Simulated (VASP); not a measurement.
# BaF2 (Fm-3m) in VASP: a series of runs

The runs below take BaF2 through single point, with PBE.

All numbers are computed with VASP 6.6.1; they aren't measurements. Logs are shortened: lines on timing, memory, paths and dates and some standing lists are left out, and cuts for length are marked.

**1. The cell of the first run**

It takes space group Fm-3m (No. 225, cubic). The conventional cell has a = 5.986 Å, b = 5.986 Å, c = 5.986 Å, α = 90.00°, β = 90.00°, γ = 90.00°. Within 3.4 Å of Ba (site symmetry m-3m) lie 8 F at 2.59 Å. F (site symmetry -43m) has 4 Ba at 2.59 Å and 6 F at 2.99 Å within 3.4 Å.

**2. Single point, PBE (Ca replaced by Ba, lengths x 1.081, strained)**

Input file INCAR:

```
SYSTEM = BaF2
ALGO     = Normal         ! electronic algorithm
EDIFF    = 1E-6           ! SCF threshold, eV
ENCUT    = 600            ! plane-wave cutoff, eV
GGA      = PE             ! functional
GGA_COMPAT= .FALSE.      
ISIF     = 2              ! what is computed and relaxed
ISMEAR   = 0              ! smearing method
LASPH    = .TRUE.         ! aspherical terms in the spheres
LCHARG   = .FALSE.        ! write CHGCAR
LREAL    = .FALSE.        ! projectors in reciprocal space
LWAVE    = .FALSE.        ! write WAVECAR
NBANDS   = 19             ! bands
NELM     = 120            ! most SCF steps
PREC     = Accurate       ! precision mode
SIGMA    = 0.1            ! smearing width, eV
```

Input file KPOINTS:

```
k-points
0
G
  6 6 6
  0 0 0
```

Input file POSCAR:

```
BaF2
1.0
    0.0000000000      2.9928089097      2.9928089097
    2.9928089097      0.0000000000      2.9928089097
    2.9928089097      2.9928089097      0.0000000000
Ba F
1 2
Direct
    0.0000000000      0.0000000000      0.0000000000
    0.2500000000      0.2500000000      0.2500000000
    0.7500000000      0.7500000000      0.7500000000
```

Potentials or basis: VASP PAW PBE potentials, release 64 (Ba_sv, F).

On the command line:

```bash
cat potpaw_PBE.64/Ba_sv/POTCAR potpaw_PBE.64/F/POTCAR > POTCAR
mpirun -np 1 vasp_std > vasp.out
```

OUTCAR:

```text
SYSTEM = BaF2
   EDIFF = 1E-6
   ENCUT = 600
   GGA = PE
   ISIF = 2
   ISMEAR = 0
   LASPH = .TRUE.
   LREAL = .FALSE.
   NELM = 120
   PREC = Accurate

 ion  position               nearest neighbor table
   1  0.000  0.000  0.000-   3 2.59   3 2.59   3 2.59   2 2.59   3 2.59   2 2.59   2 2.59   2 2.59

   2  0.250  0.250  0.250-   1 2.59   1 2.59   1 2.59   1 2.59
   3  0.750  0.750  0.750-   1 2.59   1 2.59   1 2.59   1 2.59

  LATTYP: Found a face centered cubic cell.
 ALAT       =     5.9856178194

  Lattice vectors:

 A1 = (   0.0000000000,   2.9928089097,   2.9928089097)
 A2 = (   2.9928089097,   0.0000000000,   2.9928089097)
 A3 = (   2.9928089097,   2.9928089097,   0.0000000000)

Analysis of symmetry for initial positions (statically):
=====================================================================
 Subroutine PRICEL returns:
 Original cell was already a primitive cell.

 Routine SETGRP: Setting up the symmetry group for a
 face centered cubic supercell.

 Subroutine GETGRP returns: Found 48 space group operations
 (whereof 48 operations were pure point group operations)
 out of a pool of 48 trial point group operations.

The static configuration has the point symmetry O_h .

Analysis of symmetry for dynamics (positions and initial velocities):
=====================================================================
 Subroutine PRICEL returns:
 Original cell was already a primitive cell.

 Routine SETGRP: Setting up the symmetry group for a
 face centered cubic supercell.

 Subroutine GETGRP returns: Found 48 space group operations
 (whereof 48 operations were pure point group operations)
 out of a pool of 48 trial point group operations.

The dynamic configuration has the point symmetry O_h .

 Subroutine INISYM returns: Found 48 space group operations
 (whereof 48 operations are pure point group operations),
 and found     1 'primitive' translations

----------------------------------------------------------------------------------------

                                     Primitive cell

  volume of cell :      53.6126

  direct lattice vectors                    reciprocal lattice vectors
     0.000000000  2.992808910  2.992808910    -0.167067132  0.167067132  0.167067132
     2.992808910  0.000000000  2.992808910     0.167067132 -0.167067132  0.167067132
     2.992808910  2.992808910  0.000000000     0.167067132  0.167067132 -0.167067132

  length of vectors
     4.232470950  4.232470950  4.232470950     0.289368760  0.289368760  0.289368760

  position of ions in fractional coordinates (direct lattice)
     0.000000000  0.000000000  0.000000000
     0.250000000  0.250000000  0.250000000
     0.750000000  0.750000000  0.750000000

  ion indices of the primitive-cell ions
   primitive index   ion index
                 1           1
                 2           2
                 3           3

----------------------------------------------------------------------------------------

 KPOINTS: k-points

Automatic generation of k-mesh.
 Grid dimensions read from file:
 generate k-points for:    6    6    6

 Generating k-lattice:

  Cartesian coordinates                     Fractional coordinates (reciprocal lattice)
    -0.027844522  0.027844522  0.027844522     0.166666667  0.000000000  0.000000000
     0.027844522 -0.027844522  0.027844522     0.000000000  0.166666667  0.000000000
     0.027844522  0.027844522 -0.027844522     0.000000000  0.000000000  0.166666667

  Length of vectors
     0.048228127  0.048228127  0.048228127

  Shift w.r.t. Gamma in fractional coordinates (k-lattice)
     0.000000000  0.000000000  0.000000000

 Subroutine IBZKPT returns following result:
 ===========================================

 Found     16 irreducible k-points:

 Following reciprocal coordinates:
            Coordinates               Weight
  0.000000  0.000000  0.000000      1.000000
  0.166667  0.000000  0.000000      8.000000
  0.333333  0.000000  0.000000      8.000000
  0.500000  0.000000  0.000000      4.000000
  0.166667  0.166667  0.000000      6.000000
  0.333333  0.166667  0.000000     24.000000
[... 8 lines left out ...]
 -0.333333  0.333333  0.166667     24.000000
 -0.333333  0.500000  0.166667     12.000000
   k-points           NKPTS =     16   k-points in BZ     NKDIM =     16   number of bands    NBANDS=     19
   number of dos      NEDOS =    301   number of ions     NIONS =      3
   total plane-waves  NPLWV =  46656
   dimension x,y,z NGX =    36 NGY =   36 NGZ =   36
   dimension x,y,z NGXF=    72 NGYF=   72 NGZF=   72
   ions per type =               1   2
   NGX,Y,Z   is equivalent  to a cutoff of  14.14, 14.14, 14.14 a.u.
   NGXF,Y,Z  is equivalent  to a cutoff of  28.28, 28.28, 28.28 a.u.
 SYSTEM =  BaF2
   PREC   = accura    normal or accurate (medium, high low for compatibility)
   ISTART =      0    job   : 0-new  1-cont  2-samecut
   ICHARG =      2    charge: 1-file 2-atom 10-const
   ISPIN  =      1    spin polarized calculation?
   LNONCOLLINEAR =      F non collinear calculations
   LSORBIT =      F    spin-orbit coupling
   LASPH  =      T    aspherical Exc in radial PAW
   ENCUT  =  600.0 eV  44.10 Ry    6.64 a.u.   8.45  8.45  8.45*2*pi/ulx,y,z
   NELM   =    120;   NELMIN=  2; NELMDL= -5     # of ELM steps
   EDIFF  = 0.1E-05   stopping-criterion for ELM
   LREAL  =      F    real-space projection
   EDIFFG = 0.1E-04   stopping-criterion for IOM
   NSW    =      0    number of steps for IOM
   IBRION =     -1    ionic relax: 0-MD 1-quasi-New 2-CG
   NFREE  =      0    steps in history (QN), initial steepest desc. (CG)
   ISIF   =      2    stress and relaxation
   ISYM   =      2    0-nonsym 1-usesym 2-fastsym
   POTIM  = 0.5000    time-step for ionic-motion
   TEBEG  =    0.0;   TEEND  =   0.0 temperature during run
   PSTRESS=    0.0 pullay stress
   NELECT =      24.0000    total number of electrons
   NUPDOWN=      -1.0000    fix difference up-down
   EMIN   =  10.00;   EMAX   =-10.00  energy-range for DOS
   EFERMI =   0.00;   METHOD = LEGACY
   ISMEAR =     0;   SIGMA  =   0.10  broadening in eV -4-tet -1-fermi 0-gaus
   EFERMI_NEDOS =   21; number of points for ismear=-14 and -15
   IALGO  =     38    algorithm
   IMIX   =      4    mixing-type and parameters
     AMIX     =   0.40;   BMIX     =  1.00
     AMIX_MAG =   1.60;   BMIX_MAG =  1.00
  volume/ion in A,a.u.               =      17.87       120.60
  Fermi-wavevector in a.u.,A,eV,Ry     =   1.252342  2.366583 21.338838  1.568360
  Thomas-Fermi vector in A             =   2.386247
   LORBIT       =      0    0 simple, 1 ext, 2 COOP (PROOUT), +10 PAW based schemes
   GGA     = PE    functional components
   LHFCALC =     F    Hartree Fock is set to
   AEXX    =    0.0000 exact exchange contribution
   IVDW    =     0    specifies the selected vdW correction
   LEPSILON=     F    determine dielectric tensor
   LRPA    =     F    only Hartree local field effects (RPA)
 non-spin polarized calculation
 Gauss-broadening in eV      SIGMA  =   0.10
  energy-cutoff  :      600.00
  volume of cell :       53.61
 maximum number of plane-waves:      1820
 NGX is ok and might be reduce to    36
   NGX = 17   NGY = 17   NGZ = 17

 number of electron      23.9999999 magnetization

 Free energy of the ion-electron system (eV)
  ---------------------------------------------------
  ext. energy  EPLUGINS =         0.00000000
  ---------------------------------------------------
  free energy    TOTEN  =       -16.86885344 eV

  energy without entropy =      -16.86885344  energy(sigma->0) =      -16.86885344

 E-fermi :  -1.0604     XC(G=0):  -9.1962

 val. band max:       -1.6185013665   @ k =  -0.3333   0.1667   0.0000
 cond. band min:       5.6319131308   @ k =   0.0000   0.0000   0.0000
 fundamental gap:      7.2504144973
 Fermi energy:        -1.0604258413

 k-point     1 :       0.0000    0.0000    0.0000
  band No.  band energies     occupation
      1     -24.5225      2.00000
      2     -20.7218      2.00000
      3     -20.4620      2.00000
      4      -9.1419      2.00000
      5      -9.1419      2.00000
      6      -9.1419      2.00000
[... 11 lines left out ...]
     18      10.6551      0.00000
     19      14.5573      0.00000

 k-point     2 :       0.1667    0.0000    0.0000
  band No.  band energies     occupation
      1     -24.4341      2.00000
      2     -20.7592      2.00000
      3     -20.5737      2.00000
      4      -9.2138      2.00000
      5      -9.2066      2.00000
      6      -9.2066      2.00000
[... 11 lines left out ...]
     18      10.6700      0.00000
     19      13.5109      0.00000

 k-point     3 :       0.3333    0.0000    0.0000
  band No.  band energies     occupation
      1     -24.2379      2.00000
      2     -20.9212      2.00000
      3     -20.7297      2.00000
      4      -9.3281      2.00000
      5      -9.3281      2.00000
      6      -9.3264      2.00000
[... 11 lines left out ...]
     18      10.7358      0.00000
     19      12.7655      0.00000

 k-point     4 :       0.5000    0.0000    0.0000
  band No.  band energies     occupation
      1     -24.1271      2.00000
      2     -21.0559      2.00000
      3     -20.7669      2.00000
      4      -9.3853      2.00000
      5      -9.3853      2.00000
      6      -9.3704      2.00000
[... 231 lines left out ...]
     18      11.7342      0.00000
     19      13.8158      0.00000

 k-point    15 :      -0.3333    0.3333    0.1667
  band No.  band energies     occupation
      1     -24.0154      2.00000
      2     -21.0337      2.00000
      3     -20.9596      2.00000
      4      -9.6754      2.00000
      5      -9.3253      2.00000
      6      -9.3223      2.00000
[... 11 lines left out ...]
     18      12.6305      0.00000
     19      13.5836      0.00000

 k-point    16 :      -0.3333    0.5000    0.1667
  band No.  band energies     occupation
      1     -23.9753      2.00000
      2     -21.0921      2.00000
      3     -20.9589      2.00000
      4      -9.7588      2.00000
      5      -9.5207      2.00000
      6      -9.0855      2.00000
[... 11 lines left out ...]
     18      13.9414      0.00000
     19      14.3364      0.00000

------------------------ aborting loop because EDIFF is reached ----------------------------------------

  FORCE on cell =-STRESS in cart. coord.  units (eV):
  Direction    XX          YY          ZZ          XY          YZ          ZX
  --------------------------------------------------------------------------------------
  -------------------------------------------------------------------------------------
  Total        3.6958053      3.6958053      3.6958053     -0.0000000     -0.0000000     -0.0000000
  in kB      110.4466918    110.4466918    110.4466918     -0.0000000     -0.0000000     -0.0000000
  external PRESSURE =     110.4466918 kB  Pullay stress =       0.0000000 kB

 VOLUME and BASIS-vectors are now :
 -----------------------------------------------------------------------------
  energy-cutoff  :      600.00
  volume of cell :       53.61
      direct lattice vectors                 reciprocal lattice vectors
     0.000000000  2.992808910  2.992808910    -0.167067132  0.167067132  0.167067132
     2.992808910  0.000000000  2.992808910     0.167067132 -0.167067132  0.167067132
     2.992808910  2.992808910  0.000000000     0.167067132  0.167067132 -0.167067132

 POSITION                                       TOTAL-FORCE (eV/Angst)
 -----------------------------------------------------------------------------------
      0.00000      0.00000      0.00000        -0.000000     -0.000000     -0.000000
      1.49640      1.49640      1.49640        -0.000000     -0.000000     -0.000000
      4.48921      4.48921      4.48921         0.000000      0.000000      0.000000
 -----------------------------------------------------------------------------------
    total drift:                                0.000000      0.000000      0.000000

  FREE ENERGIE OF THE ION-ELECTRON SYSTEM (eV)
  ---------------------------------------------------
  free  energy   TOTEN  =       -16.8688534396 eV

  energy  without entropy=      -16.8688534396  energy(sigma->0) =      -16.86885344
```

It used 32 s of CPU time on 1 thread of AMD EPYC 7R13 Processor (Zen 3) (shared host).

Results:

```yaml
Free_energy: -16.8689 eV
Pressure: 11.0 GPa
Band_gap_on_the_k_mesh: 7.25 eV, indirect (least direct gap 7.37 eV)
```

Caveat: the cell differs from its parent crystal (Ca replaced by Ba, lengths x 1.081, strained); spin-orbit coupling is left out, which moves the levels of the heavy elements. A k mesh can miss the band edges.

**3. Single point, PBE (Ca replaced by Ba, lengths x 1.081, strained)**

Input file INCAR:

```
SYSTEM = BaF2
  PREC = Accurate
  ENCUT = 600
  EDIFF = 1E-6
  ISMEAR = 0
  SIGMA = 0.02
  LREAL = .FALSE.
  LASPH = .TRUE.
  NELM = 120
  ALGO = Normal
  ISIF = 2
  LWAVE = .FALSE.
  LCHARG = .FALSE.
  GGA = PE
  NBANDS = 19
  GGA_COMPAT = .FALSE.
```

Input file KPOINTS:

```
Automatic mesh
0
G
  6 6 6
  0 0 0
```

Input file POSCAR:

```
BaF2
1.0
    0.0000000000      3.0443444327      3.0443444327
    3.0443444327      0.0000000000      3.0443444327
    3.0443444327      3.0443444327      0.0000000000
Ba F
1 2
Direct
    0.0000000000      0.0000000000      0.0000000000
    0.2500000000      0.2500000000      0.2500000000
    0.7500000000      0.7500000000      0.7500000000
```

Potentials or basis: VASP PAW PBE potentials, release 64 (Ba_sv, F).

On the command line:

```bash
cat potpaw_PBE.64/Ba_sv/POTCAR potpaw_PBE.64/F/POTCAR > POTCAR
mpirun -np 1 vasp_std > vasp.out
```

Run time: 14 s. Hardware: 1 thread of Intel Xeon 6975P-C (Granite Rapids), shared host; peak memory 0.2 GiB.

The run converged. Its results:

```yaml
Free_energy: -17.0246 eV
Pressure: 6.3 GPa
Band_gap_on_the_k_mesh: 7.02 eV, indirect (least direct gap 7.11 eV)
```

Levels at points of the mesh, in eV from the valence-band top:
| k point | band 10 | band 11 | band 12 | band 13 | band 14 | band 15 |
| --- | --- | --- | --- | --- | --- | --- |
| (0.00, 0.00, 0.00) | -0.09 | -0.09 | -0.09 | 7.02 | 9.40 | 9.40 |
| (0.50, 0.00, 0.00) | -0.34 | -0.15 | -0.15 | 9.41 | 9.41 | 9.45 |
| (0.50, 0.50, 0.00) | -0.27 | -0.27 | -0.16 | 7.36 | 9.29 | 11.01 |

Caveat: the cell differs from its parent crystal (Ca replaced by Ba, lengths x 1.081, strained); spin-orbit coupling is left out, which moves the levels of the heavy elements. A k mesh can miss the band edges.

**4. Single point, PBE (Ca replaced by Ba, lengths x 1.081, strained)**

Input file INCAR:

```
PREC     = Accurate       # precision mode
ENCUT    = 600            # plane-wave cutoff, eV
EDIFF    = 1E-6           # SCF threshold, eV
ISMEAR   = 0              # smearing method
SIGMA    = 0.02           # smearing width, eV
LREAL    = F              # projectors in reciprocal space
LASPH    = T              # aspherical terms in the spheres
NELM     = 120            # most SCF steps
ALGO     = Normal         # electronic algorithm
ISIF     = 2              # what is computed and relaxed
LWAVE    = F              # write WAVECAR
LCHARG   = T              # write CHGCAR
GGA      = PE             # functional
LELF     = T              # ELF
LVHAR    = T            
NBANDS   = 19             # bands
GGA_COMPAT= F
```

Input file KPOINTS:

```
Automatic mesh
0
Gamma
  8 8 8
```

Input file POSCAR:

```
BaF2
1.0
    0.0000000000      2.9928089097      2.9928089097
    2.9928089097      0.0000000000      2.9928089097
    2.9928089097      2.9928089097      0.0000000000
Ba F
1 2
Direct
    0.0000000000      0.0000000000      0.0000000000
    0.2500000000      0.2500000000      0.2500000000
    0.7500000000      0.7500000000      0.7500000000
```

On the command line:

```bash
cat potpaw_PBE.64/Ba_sv/POTCAR potpaw_PBE.64/F/POTCAR > POTCAR
mpirun -np 1 vasp_std > vasp.out
```

It took 15 s on 1 thread of Intel Xeon 6975P-C (Granite Rapids), shared host; peak memory 0.21 GiB.

It converged, with:

```yaml
Free_energy: -16.8688 eV
Pressure: 11.0 GPa
Band_gap_on_the_k_mesh: 7.21 eV, indirect (least direct gap 7.37 eV)
```

Levels at points of the mesh, in eV from the valence-band top:
| k point | band 10 | band 11 | band 12 | band 13 | band 14 | band 15 |
| --- | --- | --- | --- | --- | --- | --- |
| (0.00, 0.00, 0.00) | -0.16 | -0.16 | -0.16 | 7.21 | 9.53 | 9.53 |
| (0.50, 0.00, 0.00) | -0.37 | -0.17 | -0.17 | 9.57 | 9.57 | 9.73 |
| (0.50, 0.50, 0.00) | -0.27 | -0.26 | -0.26 | 7.40 | 9.52 | 11.28 |

Caveat: the cell differs from its parent crystal (Ca replaced by Ba, lengths x 1.081, strained); spin-orbit coupling is left out, which moves the levels of the heavy elements.

**5. The runs side by side**

```tsv
cell	k mesh	smearing	gap on the mesh (eV)	pressure (GPa)
a = 4.232 Å, angles 60.0°, 3 atoms	6 × 6 × 6	gaussian 0.1 eV	7.25	11.0
a = 4.305 Å, angles 60.0°, 3 atoms	6 × 6 × 6	gaussian 0.02 eV	7.02	6.3
a = 4.232 Å, angles 60.0°, 3 atoms	8 × 8 × 8	gaussian 0.02 eV	7.21	11.0
```

Alike in all rows: task single point; level PBE; potentials or basis VASP PAW PBE potentials, release 64 (Ba_sv, F); no spin polarisation; cutoff (eV) 600.

Caveats: spin-orbit coupling is left out, which moves the levels of the heavy elements.

Absolute energies hang on the potentials; compare differences alone.
